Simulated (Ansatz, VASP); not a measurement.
**Two plane-wave programs on BN**

INCAR

```
PREC = Accurate
ENCUT = 520
EDIFF = 1E-7
ISMEAR = 0
SIGMA = 0.05
LREAL = F
LASPH = T
NELM = 120
ALGO = Normal
ISIF = 2
LWAVE = F
LCHARG = F
GGA = PS
IBRION = 2
NSW = 50
EDIFFG = -0.01
GGA_COMPAT = F
NELMIN = 4
```

KPOINTS

```
Automatic mesh
0
Gamma
  12 12 4
```

POSCAR

```
BN
1.0
    2.3202494124      0.0000000000      0.0000000000
   -1.1601247062      2.1683338019      0.0000000000
    0.0000000000      0.0000000000      7.8078478008
B N
2 2
Direct
    0.3333333333      0.6666666667      0.2500000000
    0.6666666667      0.3333333333      0.7500000000
    0.3333333333      0.6666666667      0.7500000000
    0.6666666667      0.3333333333      0.2500000000
```

Input for Ansatz:

```yaml
crystal:
  lattice:
    - [2.3202494124, 0.0, 0.0]
    - [-1.1601247062, 2.1683338019, 0.0]
    - [0.0, 0.0, 7.8078478008]
  atoms:
    - { symbol: B, position: [0.3333333333, 0.6666666667, 0.25] }
    - { symbol: B, position: [0.6666666667, 0.3333333333, 0.75] }
    - { symbol: "N", position: [0.3333333333, 0.6666666667, 0.75] }
    - { symbol: "N", position: [0.6666666667, 0.3333333333, 0.25] }
basis:
  ecutwfc: 520.0
kpoints:
  mp_grid: { grid: [12, 12, 4] }
hamiltonian:
  xc: pbesol
  pseudopotentials: { kind: paw, azcp: { folder: soft_1 } }
scf:
  occupations: { method: gaussian, width: 0.05 }
output:
  forces: true
  stress: true
  eigenvalues: true
relax:
  adjacent_minimum: "off"
  f_tol: 0.01
  max_steps: 30
```

Change from the starting cell: normal strain along x -0.0733, normal strain along z +0.1100.

Alike in both runs: task relaxation of the atoms; functional PBEsol; k mesh 12 × 12 × 4; occupations gaussian, width 0.05 eV; no spin polarisation.

```csv
,VASP,Ansatz
version,VASP 6.6.1,Ansatz 0.2.0
potentials or method,"VASP PAW PBE potentials, release 64 (B, N), cutoff 520 eV","scalar-relativistic, plane waves, PAW"
valence electrons in the cell,16,16
```

Ansatz gave:

```
gap on the k mesh at the Fermi level, each at its own relaxed structure (eV) : 4.16
```

**Question.** Which values does VASP return?

**Answer.** gap on the k mesh at the Fermi level, each at its own relaxed structure (eV): 4.10.

VASP's potentials were made for PBE, not for PBEsol, and Ansatz warns of the same on its side. Ansatz's warnings: stress scf threshold loose.
